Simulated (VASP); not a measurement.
# LiCl (Fm-3m) in VASP: notebook

Runs on LiCl. Level: r2SCAN. Tasks: single point, relaxation of cell and atoms.

All numbers are computed with VASP 6.6.1; they aren't measurements. Logs are shortened: lines on timing, memory, paths and dates and some standing lists are left out, and cuts for length are marked.

### Step 1. The cell of the first run

Symmetry: Fm-3m, No. 225, cubic system. Conventional cell: a = 5.112 Å, b = 5.112 Å, c = 5.112 Å, α = 90.00°, β = 90.00°, γ = 90.00°. Li (site symmetry m-3m) has 6 Cl at 2.56 Å within 3.4 Å. Cl (site symmetry m-3m) has 6 Li at 2.56 Å within 3.4 Å.

### Step 2. Single point, r2SCAN

File POSCAR:

```
LiCl
1.0
    0.0000000000      2.5562338968      2.5562338968
    2.5562338968      0.0000000000      2.5562338968
    2.5562338968      2.5562338968      0.0000000000
Li Cl
1 1
Direct
    0.0000000000      0.0000000000      0.0000000000
    0.5000000000      0.5000000000      0.5000000000
```

File INCAR.step1:

```
ALGO = Normal ; EDIFF = 1E-5
ENCUT = 830 ; GGA = PE
GGA_COMPAT = False ; ISMEAR = -1
LASPH = True ; LCHARG = False
LREAL = False ; LWAVE = True
NBANDS = 12 ; NELM = 120
PREC = Accurate ; SIGMA = 0.01
```

File INCAR.step2:

```
ALGO = Normal ; EDIFF = 1E-6
ENCUT = 830 ; GGA_COMPAT = False
ISIF = 2 ; ISMEAR = -1
ISTART = 1 ; LASPH = True
LCHARG = False ; LMIXTAU = True
LREAL = False ; LWAVE = False
METAGGA = R2SCAN ; NBANDS = 12
NELM = 120 ; PREC = Accurate
SIGMA = 0.01
```

File KPOINTS:

```
k-points
0
Gamma
  8 8 8
```

Potentials or basis: VASP PAW PBE potentials, release 64 (Li_sv, Cl).

Run with:

```sh
$ cat potpaw_PBE.64/Li_sv/POTCAR potpaw_PBE.64/Cl/POTCAR > POTCAR
$ cp INCAR.step1 INCAR
$ mpirun -np 1 vasp_std > vasp.out
$ cp INCAR.step2 INCAR
$ mpirun -np 1 vasp_std > vasp.out
```

OUTCAR:

```text
EDIFF = 1E-6
   ENCUT = 830
   ISIF = 2
   ISMEAR = -1
   ISTART = 1
   LASPH = True
   LREAL = False
   METAGGA = R2SCAN
   NELM = 120
   PREC = Accurate

 ion  position               nearest neighbor table
   1  0.000  0.000  0.000-   2 2.56   2 2.56   2 2.56   2 2.56   2 2.56   2 2.56
   2  0.500  0.500  0.500-   1 2.56   1 2.56   1 2.56   1 2.56   1 2.56   1 2.56

  LATTYP: Found a face centered cubic cell.
 ALAT       =     5.1124677936

  Lattice vectors:

 A1 = (   0.0000000000,   2.5562338968,   2.5562338968)
 A2 = (   2.5562338968,   0.0000000000,   2.5562338968)
 A3 = (   2.5562338968,   2.5562338968,   0.0000000000)

Analysis of symmetry for initial positions (statically):
=====================================================================
 Subroutine PRICEL returns:
 Original cell was already a primitive cell.

 Routine SETGRP: Setting up the symmetry group for a
 face centered cubic supercell.

 Subroutine GETGRP returns: Found 48 space group operations
 (whereof 48 operations were pure point group operations)
 out of a pool of 48 trial point group operations.

The static configuration has the point symmetry O_h .

Analysis of symmetry for dynamics (positions and initial velocities):
=====================================================================
 Subroutine PRICEL returns:
 Original cell was already a primitive cell.

 Routine SETGRP: Setting up the symmetry group for a
 face centered cubic supercell.

 Subroutine GETGRP returns: Found 48 space group operations
 (whereof 48 operations were pure point group operations)
 out of a pool of 48 trial point group operations.

The dynamic configuration has the point symmetry O_h .

 Subroutine INISYM returns: Found 48 space group operations
 (whereof 48 operations are pure point group operations),
 and found     1 'primitive' translations

----------------------------------------------------------------------------------------

                                     Primitive cell

  volume of cell :      33.4066

  direct lattice vectors                    reciprocal lattice vectors
     0.000000000  2.556233897  2.556233897    -0.195600254  0.195600254  0.195600254
     2.556233897  0.000000000  2.556233897     0.195600254 -0.195600254  0.195600254
     2.556233897  2.556233897  0.000000000     0.195600254  0.195600254 -0.195600254

  length of vectors
     3.615060645  3.615060645  3.615060645     0.338789578  0.338789578  0.338789578

  position of ions in fractional coordinates (direct lattice)
     0.000000000  0.000000000  0.000000000
     0.500000000  0.500000000  0.500000000

  ion indices of the primitive-cell ions
   primitive index   ion index
                 1           1
                 2           2

----------------------------------------------------------------------------------------

 KPOINTS: k-points

Automatic generation of k-mesh.
 Grid dimensions read from file:
 generate k-points for:    8    8    8

 Generating k-lattice:

  Cartesian coordinates                     Fractional coordinates (reciprocal lattice)
    -0.024450032  0.024450032  0.024450032     0.125000000  0.000000000  0.000000000
     0.024450032 -0.024450032  0.024450032     0.000000000  0.125000000  0.000000000
     0.024450032  0.024450032 -0.024450032     0.000000000  0.000000000  0.125000000

  Length of vectors
     0.042348697  0.042348697  0.042348697

  Shift w.r.t. Gamma in fractional coordinates (k-lattice)
     0.000000000  0.000000000  0.000000000

 Subroutine IBZKPT returns following result:
 ===========================================

 Found     29 irreducible k-points:

 Following reciprocal coordinates:
            Coordinates               Weight
  0.000000  0.000000  0.000000      1.000000
  0.125000  0.000000  0.000000      8.000000
  0.250000  0.000000  0.000000      8.000000
  0.375000  0.000000  0.000000      8.000000
  0.500000  0.000000  0.000000      4.000000
  0.125000  0.125000  0.000000      6.000000
[... 16 lines left out ...]
  0.500000  0.250000  0.125000     48.000000
 -0.375000  0.250000  0.125000     24.000000
 [... further k-points ...]
   k-points           NKPTS =     29   k-points in BZ     NKDIM =     29   number of bands    NBANDS=     12
   number of dos      NEDOS =    301   number of ions     NIONS =      2
   total plane-waves  NPLWV =  46656
   dimension x,y,z NGX =    36 NGY =   36 NGZ =   36
   dimension x,y,z NGXF=    72 NGYF=   72 NGZF=   72
   ions per type =               1   1
   NGX,Y,Z   is equivalent  to a cutoff of  16.56, 16.56, 16.56 a.u.
   NGXF,Y,Z  is equivalent  to a cutoff of  33.11, 33.11, 33.11 a.u.
 SYSTEM =  unknown system
   PREC   = accura    normal or accurate (medium, high low for compatibility)
   ISTART =      1    job   : 0-new  1-cont  2-samecut
   ICHARG =      0    charge: 1-file 2-atom 10-const
   ISPIN  =      1    spin polarized calculation?
   LNONCOLLINEAR =      F non collinear calculations
   LSORBIT =      F    spin-orbit coupling
   LASPH  =      T    aspherical Exc in radial PAW
   ENCUT  =  830.0 eV  61.00 Ry    7.81 a.u.   8.49  8.49  8.49*2*pi/ulx,y,z
   NELM   =    120;   NELMIN=  2; NELMDL=  0     # of ELM steps
   EDIFF  = 0.1E-05   stopping-criterion for ELM
   LREAL  =      F    real-space projection
   EDIFFG = 0.1E-04   stopping-criterion for IOM
   NSW    =      0    number of steps for IOM
   IBRION =     -1    ionic relax: 0-MD 1-quasi-New 2-CG
   NFREE  =      0    steps in history (QN), initial steepest desc. (CG)
   ISIF   =      2    stress and relaxation
   ISYM   =      2    0-nonsym 1-usesym 2-fastsym
   POTIM  = 0.5000    time-step for ionic-motion
   TEBEG  =    0.0;   TEEND  =   0.0 temperature during run
   PSTRESS=    0.0 pullay stress
   NELECT =      10.0000    total number of electrons
   NUPDOWN=      -1.0000    fix difference up-down
   EMIN   =  10.00;   EMAX   =-10.00  energy-range for DOS
   EFERMI =   0.00;   METHOD = LEGACY
   ISMEAR =    -1;   SIGMA  =   0.01  broadening in eV -4-tet -1-fermi 0-gaus
   EFERMI_NEDOS =   21; number of points for ismear=-14 and -15
   IALGO  =     38    algorithm
   IMIX   =      4    mixing-type and parameters
     AMIX     =   0.40;   BMIX     =  1.00
     AMIX_MAG =   1.60;   BMIX_MAG =  1.00
  volume/ion in A,a.u.               =      16.70       112.72
  Fermi-wavevector in a.u.,A,eV,Ry     =   1.095126  2.069489 16.317492  1.199302
  Thomas-Fermi vector in A             =   2.231444
   LORBIT       =      0    0 simple, 1 ext, 2 COOP (PROOUT), +10 PAW based schemes
   METAGGA = R2SCAN    functional components
   LHFCALC =     F    Hartree Fock is set to
   AEXX    =    0.0000 exact exchange contribution
   IVDW    =     0    specifies the selected vdW correction
   LEPSILON=     F    determine dielectric tensor
   LRPA    =     F    only Hartree local field effects (RPA)
 non-spin polarized calculation
  energy-cutoff  :      830.00
  volume of cell :       33.41
 maximum number of plane-waves:      1839
 NGX is ok and might be reduce to    36
   NGX = 17   NGY = 17   NGZ = 17

 number of electron      10.0000002 magnetization

 Free energy of the ion-electron system (eV)
  ---------------------------------------------------
  ext. energy  EPLUGINS =         0.00000000
  ---------------------------------------------------
  free energy    TOTEN  =       -12.58836020 eV

  energy without entropy =      -12.58836020  energy(sigma->0) =      -12.58836020

 E-fermi :   0.5833     XC(G=0):  -9.2085

 val. band max:        0.2625865632   @ k =   0.0000   0.0000   0.0000
 cond. band min:       7.6197663935   @ k =   0.0000   0.0000   0.0000
 fundamental gap:      7.3571798303
 Fermi energy:         0.5832804929

 k-point     1 :       0.0000    0.0000    0.0000
  band No.  band energies     occupation
      1     -44.5263      2.00000
      2     -13.7565      2.00000
      3       0.2626      2.00000
      4       0.2626      2.00000
      5       0.2626      2.00000
      6       7.6198      0.00000
      7      12.9353      0.00000
      8      12.9353      0.00000
      9      12.9353      0.00000
     10      15.6699      0.00000
     11      15.6699      0.00000
     12      16.1736      0.00000

 k-point     2 :       0.1250    0.0000    0.0000
  band No.  band energies     occupation
      1     -44.5259      2.00000
      2     -13.6773      2.00000
      3      -0.2640      2.00000
      4       0.2183      2.00000
      5       0.2183      2.00000
      6       8.0695      0.00000
      7      12.2028      0.00000
      8      12.9132      0.00000
      9      12.9132      0.00000
     10      14.2640      0.00000
     11      14.2640      0.00000
     12      16.6011      0.00000

 k-point     3 :       0.2500    0.0000    0.0000
  band No.  band energies     occupation
      1     -44.5249      2.00000
      2     -13.4756      2.00000
      3      -1.3408      2.00000
      4       0.1167      2.00000
      5       0.1167      2.00000
      6       8.4005      0.00000
      7      11.8111      0.00000
      8      11.8111      0.00000
      9      12.1924      0.00000
     10      15.0629      0.00000
     11      15.0629      0.00000
     12      17.1662      0.00000

 k-point     4 :       0.3750    0.0000    0.0000
  band No.  band energies     occupation
      1     -44.5240      2.00000
      2     -13.2565      2.00000
      3      -2.2646      2.00000
      4       0.0221      2.00000
      5       0.0221      2.00000
      6       8.0233      0.00000
      7      10.8940      0.00000
      8      10.8940      0.00000
      9      13.6205      0.00000
     10      16.8972      0.00000
     11      16.8972      0.00000
     12      17.8242      0.00000

 k-point     5 :       0.5000    0.0000    0.0000
  band No.  band energies     occupation
      1     -44.5236      2.00000
      2     -13.1598      2.00000
      3      -2.6207      2.00000
      4      -0.0151      2.00000
      5      -0.0151      2.00000
      6       7.8101      0.00000
      7      10.5756      0.00000
      8      10.5756      0.00000
      9      14.5768      0.00000
     10      18.3314      0.00000
     11      18.3314      0.00000
     12      18.4519      0.00000
[... 228 lines left out ...]
      1     -44.5227      2.00000
      2     -12.9012      2.00000
      3      -2.7170      2.00000
      4      -0.8799      2.00000
      5      -0.8799      2.00000
      6       9.0493      0.00000
      7       9.1784      0.00000
      8      13.9252      0.00000
      9      15.7558      0.00000
     10      15.7558      0.00000
     11      18.1299      0.00000
     12      19.8160      0.00000

 k-point    22 :       0.3750    0.2500    0.1250
  band No.  band energies     occupation
      1     -44.5242      2.00000
      2     -13.3100      2.00000
      3      -1.5548      2.00000
      4      -0.6277      2.00000
      5      -0.0892      2.00000
      6       9.6865      0.00000
      7      10.7968      0.00000
      8      10.8085      0.00000
      9      12.9595      0.00000
     10      14.3097      0.00000
     11      17.6619      0.00000
     12      18.6718      0.00000

 k-point    23 :       0.5000    0.2500    0.1250
  band No.  band energies     occupation
      1     -44.5235      2.00000
      2     -13.1212      2.00000
      3      -2.1038      2.00000
      4      -0.9821      2.00000
      5      -0.2507      2.00000
      6       9.5139      0.00000
      7      10.4967      0.00000
      8      11.4907      0.00000
      9      12.6722      0.00000
     10      15.7404      0.00000
     11      18.8622      0.00000
     12      19.3612      0.00000

 k-point    24 :      -0.3750    0.2500    0.1250
  band No.  band energies     occupation
      1     -44.5231      2.00000
      2     -13.0387      2.00000
      3      -2.3464      2.00000
      4      -1.0793      2.00000
      5      -0.3421      2.00000
      6       9.3048      0.00000
      7      10.4399      0.00000
      8      11.7141      0.00000
      9      13.0820      0.00000
     10      16.8100      0.00000
     11      17.6588      0.00000
     12      19.5197      0.00000

 [... further k-points ...]

------------------------ aborting loop because EDIFF is reached ----------------------------------------

  FORCE on cell =-STRESS in cart. coord.  units (eV):
  Direction    XX          YY          ZZ          XY          YZ          ZX
  --------------------------------------------------------------------------------------
  -------------------------------------------------------------------------------------
  Total       -0.1008098     -0.1008098     -0.1008098     -0.0000000      0.0000000      0.0000000
  in kB       -4.8348328     -4.8348328     -4.8348328     -0.0000000      0.0000000      0.0000000
  external PRESSURE =      -4.8348328 kB  Pullay stress =       0.0000000 kB

 VOLUME and BASIS-vectors are now :
 -----------------------------------------------------------------------------
  energy-cutoff  :      830.00
  volume of cell :       33.41
      direct lattice vectors                 reciprocal lattice vectors
     0.000000000  2.556233897  2.556233897    -0.195600254  0.195600254  0.195600254
     2.556233897  0.000000000  2.556233897     0.195600254 -0.195600254  0.195600254
     2.556233897  2.556233897  0.000000000     0.195600254  0.195600254 -0.195600254

 POSITION                                       TOTAL-FORCE (eV/Angst)
 -----------------------------------------------------------------------------------
      0.00000      0.00000      0.00000         0.000000      0.000000      0.000000
      2.55623      2.55623      2.55623        -0.000000     -0.000000     -0.000000
 -----------------------------------------------------------------------------------
    total drift:                                0.000000      0.000000      0.000000

  FREE ENERGIE OF THE ION-ELECTRON SYSTEM (eV)
  ---------------------------------------------------
  free  energy   TOTEN  =       -12.5883601952 eV

  energy  without entropy=      -12.5883601952  energy(sigma->0) =      -12.58836020
```

Wall time 75 s (1 thread of AMD EPYC 9R45 (Zen 5), shared host); peak memory 0.18 GiB.

Results:

- Free energy: -12.5884 eV
- Pressure: -0.5 GPa
- Band gap on the k mesh: 7.36 eV

Levels at points of the mesh, in eV from the valence-band top:
| k point | band 3 | band 4 | band 5 | band 6 | band 7 | band 8 |
| --- | --- | --- | --- | --- | --- | --- |
| (0.00, 0.00, 0.00) | 0.00 | 0.00 | 0.00 | 7.36 | 12.67 | 12.67 |
| (0.50, 0.00, 0.00) | -2.88 | -0.28 | -0.28 | 7.55 | 10.31 | 10.31 |
| (0.50, 0.50, 0.00) | -2.98 | -1.14 | -1.14 | 8.79 | 8.92 | 13.66 |

Caveat: the PAW data sets were made with another functional, which shifts forces and pressure a little. A k mesh can miss the band edges.

### Step 3. Relaxation of cell and atoms, r2SCAN

This run uses another cell than the first one, of 16.88 Å³/atom.

File POSCAR:

```
LiCl
1.0
    0.0000000000      2.5650000000      2.5650000000
    2.5650000000      0.0000000000      2.5650000000
    2.5650000000      2.5650000000      0.0000000000
Li Cl
1 1
Direct
    0.0000000000      0.0000000000      0.0000000000
    0.5000000000      0.5000000000      0.5000000000
```

File INCAR.step1:

```
ALGO = Normal
EDIFF = 1E-5
EDIFFG = -0.005
ENCUT = 830
GGA = PE
GGA_COMPAT = F
IBRION = 2
ISIF = 3
ISMEAR = -1
LASPH = T
LCHARG = F
LREAL = F
LWAVE = T
NELM = 120
NELMIN = 4
NSW = 100
PREC = Accurate
SIGMA = 0.01
```

File INCAR.step2:

```
ALGO = Normal
EDIFF = 1E-7
EDIFFG = -0.01
ENCUT = 830
GGA_COMPAT = F
IBRION = 2
ISIF = 3
ISMEAR = -1
ISTART = 1
LASPH = T
LCHARG = F
LMIXTAU = T
LREAL = F
LWAVE = F
METAGGA = R2SCAN
NELM = 120
NELMIN = 4
NSW = 60
PREC = Accurate
SIGMA = 0.01
```

KPOINTS is that of step 2.

Potentials or basis: VASP PAW PBE potentials, release 64 (Li_sv, Cl).

Run with:

```sh
$ cat potpaw_PBE.64/Li_sv/POTCAR potpaw_PBE.64/Cl/POTCAR > POTCAR
$ cp INCAR.step1 INCAR
$ mpirun -np 1 vasp_std > vasp.out
$ cp INCAR.step2 INCAR
$ mpirun -np 1 vasp_std > vasp.out
```

Wall time 3.9 min (1 thread of AMD EPYC 9R45 (Zen 5), shared host); peak memory 0.19 GiB.

The run converged. Its results:

```yaml
Free_energy: -12.5893 eV
Relaxed_volume: 16.45 Å³/atom
Relaxed_cell: a = 3.596 Å, b = 3.596 Å, c = 3.596 Å, α = 60.00°, β = 60.00°, γ = 60.00°
Space_group_after_relaxing_to_0.1_Å: Fm-3m (No. 225)
Energy_gained_by_relaxing: 1.3 meV/atom
Ionic_steps: 4
Pressure_after_relaxing: 0.1 GPa
Band_gap_on_the_k_mesh: 7.46 eV
```

The path:
| step | energy change (eV) | largest force (eV/Å) | pressure (GPa) | volume (Å³) |
| --- | --- | --- | --- | --- |
| 1 | 0.0000 | 0.0000 | -0.84 | 33.75 |
| 2 | -0.0019 | 0.0000 | -0.39 | 33.32 |
| 3 | -0.0022 | 0.0000 | -0.23 | 33.18 |
| 4 | -0.0025 | 0.0000 | 0.09 | 32.89 |

Final structure:
```yaml
crystal:
  lattice:
    - [0.00000, 2.54302, 2.54302]
    - [2.54302, 0.00000, 2.54302]
    - [2.54302, 2.54302, 0.00000]
  atoms:
    - { symbol: Li, position: [0.00000, 0.00000, 0.00000] }
    - { symbol: Cl, position: [0.50000, 0.50000, 0.50000] }
```

Levels at points of the mesh, in eV from the valence-band top:
```csv
k point,band 2,band 3,band 4,band 5,band 6,band 7,band 8,band 9
"(0.00, 0.00, 0.00)",-14.08,0.00,0.00,0.00,7.46,12.68,12.68,12.68
"(0.50, 0.00, 0.00)",-13.46,-2.95,-0.29,-0.29,7.57,10.32,10.32,14.49
"(0.50, 0.50, 0.00)",-13.19,-3.05,-1.17,-1.17,8.83,8.89,13.81,15.62
```

Caveat: the PAW data sets were made with another functional, which shifts forces and pressure a little. A k mesh can miss the band edges.
